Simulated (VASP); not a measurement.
## AlN: single point with PBE

AlN:

```
Al N
1.0
     0.00000    2.01887    1.95830
     2.01887    0.00000    1.95830
     2.01887    2.01887    0.00000
Al N
1 1
Direct
  0.00000 0.00000 0.00000
  0.50000 0.50000 0.50000
```

This cell differs from its parent crystal: uniaxial z strain -3.0%.

```yaml
Program: VASP 6.6.1
Task: single point
Functional: PBE
Potentials_or_basis: VASP PAW PBE potentials, release 64 (Al, N)
Cutoff: 520 eV
k_mesh: 10 × 10 × 10
Occupations: fermi-dirac, width 0.02 eV
Spin: no spin polarisation
Dipole_correction: no
Further_INCAR_settings: ALGO = Normal; EDIFF = 1e-07; NBANDS = 11
```

The pressure is 15.6 GPa and the band gap on the k mesh is 4.69 eV, indirect (least direct gap 6.10 eV).

Stress tensor (GPa, compression positive):
```
11.81  0.00  0.00
 0.00 11.81  0.00
 0.00  0.00 23.09
```

Levels at points of the mesh, in eV from the valence-band top:
| k point | band 2 | band 3 | band 4 | band 5 | band 6 | band 7 |
| --- | --- | --- | --- | --- | --- | --- |
| (0.00, 0.00, 0.00) | -0.23 | 0.00 | 0.00 | 6.10 | 12.08 | 12.08 |
| (0.50, 0.00, 0.00) | -8.60 | -1.28 | -1.16 | 6.25 | 10.86 | 11.63 |
| (0.50, 0.50, 0.00) | -7.59 | -3.12 | -3.12 | 4.69 | 4.97 | 14.66 |
| (0.50, 0.00, 0.50) | -7.74 | -3.08 | -2.68 | 4.98 | 5.28 | 14.27 |

Wall time 18 s on 1 thread of Intel Xeon 8259CL (shared host), peak memory 0.14 GiB.

Caveat: the cell differs from its parent crystal (uniaxial z strain -3.0%). A k mesh can miss the band edges.
